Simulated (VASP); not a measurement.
SiC62 (a cell with a defect), 63 atoms in the cell. The cell holds a defect, 63 atoms: a = 7.108 Å, b = 7.108 Å, c = 7.108 Å, α = 90.00°, β = 90.00°, γ = 90.00°. 

```yaml
Program: VASP 6.6.1
Task: single point
Functional: r2SCAN
Potentials_or_basis: VASP PAW PBE potentials, release 64 (C, Si)
Cutoff: 580 eV
k_mesh: 1 × 1 × 1, shifted
Occupations: fermi-dirac, width 0.05 eV
Spin: no spin polarisation
Dipole_correction: no
Further_INCAR_settings: LREAL = Auto; ALGO = Normal; EDIFF = 1e-06; NBANDS = 163; ISYM = -1
```

Potentials or basis: VASP PAW PBE potentials, release 64 (C, Si).

Command:

```sh
$ cat potpaw_PBE.64/C/POTCAR potpaw_PBE.64/Si/POTCAR > POTCAR
$ cp INCAR.step1 INCAR
$ mpirun -np 1 vasp_std > vasp.out
$ cp INCAR.step2 INCAR
$ mpirun -np 1 vasp_std > vasp.out
```

Hardware: 1 thread of Intel(R) Xeon(R) 6975P-C (Granite Rapids), with other jobs on the host.

How long does it take, and how much memory?

Wall time 5.2 min on 1 thread of Intel(R) Xeon(R) 6975P-C (Granite Rapids), on a shared host, peak memory 0.47 GiB. Counts: k points 1.
